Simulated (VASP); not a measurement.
Write the native input for VASP 6.6.1 that does the following.

```yaml
Task: single point
Functional: HF
Potentials_or_basis: VASP PAW PBE potentials, release 64 (Si)
Cutoff: 520 eV
k_mesh: 4 × 4 × 2
Occupations: fermi-dirac, width 0.05 eV
Spin: no spin polarisation
Dipole_correction: no
Grid_for_exact_exchange_PRECFOCK: Normal
Further_INCAR_settings: ALGO = Normal; EDIFF = 1e-06; NBANDS = 16
Share_of_exact_exchange: 1
```

Si:

```
CELL_PARAMETERS angstrom
3.83132 0.00000 0.00000
-1.91566 3.31802 0.00000
0.00000 0.00000 6.33262
ATOMIC_POSITIONS crystal
Si 0.66667 0.33333 0.93699
Si 0.33333 0.66667 0.43699
Si 0.66667 0.33333 0.56301
Si 0.33333 0.66667 0.06301
```

This isn't the form of Si at room conditions, which is diamond.

The input as run:

POSCAR

```
Si
1.0
    3.8313174605      0.0000000000      0.0000000000
   -1.9156587303      3.3180182508      0.0000000000
    0.0000000000      0.0000000000      6.3326220002
Si
4
Direct
    0.6666666667      0.3333333333      0.9369905000
    0.3333333333      0.6666666667      0.4369905000
    0.6666666667      0.3333333333      0.5630095000
    0.3333333333      0.6666666667      0.0630095000
```

INCAR.step1

```
SYSTEM = Si
  PREC = Accurate
  ENCUT = 520
  EDIFF = 1E-5
  ISMEAR = -1
  SIGMA = 0.05
  LREAL = .FALSE.
  LASPH = .TRUE.
  NELM = 80
  ALGO = Normal
  ISIF = 2
  LWAVE = .TRUE.
  NBANDS = 16
  GGA = PE
```

INCAR.step2

```
SYSTEM = Si
  PREC = Accurate
  ENCUT = 520
  EDIFF = 1E-6
  ISMEAR = -1
  SIGMA = 0.05
  LREAL = .FALSE.
  LASPH = .TRUE.
  NELM = 80
  ALGO = Normal
  ISIF = 2
  LWAVE = .FALSE.
  LCHARG = .TRUE.
  GGA = PE
  LHFCALC = .TRUE.
  AEXX = 1.0
  ALDAC = 0.0
  AGGAC = 0.0
  PRECFOCK = Normal
  LELF = .TRUE.
  LVHAR = .TRUE.
  NBANDS = 16
  ISTART = 1
```

KPOINTS

```
regular mesh
0
G
  4 4 2
  0 0 0
```

Potentials or basis: VASP PAW PBE potentials, release 64 (Si).

Launch:

```bash
$ cat potpaw_PBE.64/Si/POTCAR > POTCAR
$ cp INCAR.step1 INCAR
$ mpirun -np 1 vasp_std > vasp.out
$ cp INCAR.step2 INCAR
$ mpirun -np 1 vasp_std > vasp.out
```

It gave:

```yaml
Pressure: 2.9 GPa
Largest_force: 0.083 eV/Å
Band_gap_on_the_k_mesh: 6.52 eV (least direct gap 7.58 eV)
```

Caveat: the k points lie up to 0.50 Å⁻¹ apart; the PAW data sets were made with another functional, which shifts forces and pressure a little.

Run time: 9 min on 1 thread of Intel Xeon 8259CL, with other jobs on the host, peak memory 0.19 GiB.
